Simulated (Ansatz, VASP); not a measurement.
**One calculation of LaIn3Au2, two programs**

```xyz
6
Lattice="5.9533 0.0000 0.0000 -2.9767 5.1557 0.0000 0.0000 0.0000 4.6760" Properties=species:S:1:pos:R:3 pbc="T T T"
In    2.9767    0.0000    2.3380
In    1.4883    2.5779    2.3380
In   -1.4883    2.5779    2.3380
La    0.0000    0.0000    0.0000
Au   -0.0003    3.4373    0.0000
Au    2.9764    1.7184    0.0000
```

Alike in both runs: task single point; functional PBE; k mesh 4 × 4 × 4; no spin polarisation.

```csv
,VASP,Ansatz
version,VASP 6.6.1,Ansatz 0.2.0
potentials or method,"VASP PAW PBE potentials, release 64 (In_d, La, Au), cutoff 520 eV",PAW plane waves
occupations,tetrahedron,tetrahedron-uncorrected
valence electrons in the cell,72,88
```

```csv
,VASP,Ansatz,Ansatz less VASP
gap on the k mesh at the Fermi level (eV),none,none,-
pressure (GPa),1.1,1.2,+0.09
"traceless stress, the component that is largest in VASP (GPa)",-0.96,-0.79,+0.168
```

A gap of «none» marks a metal or a gap that the smearing closes. VASP's potentials hold 72 valence electrons a cell and Ansatz's 88, so a difference there can come from the potentials and not from the codes. Ansatz's warnings: band table not solved further, structure snapped to symmetry.

Neither program's run includes spin-orbit coupling.
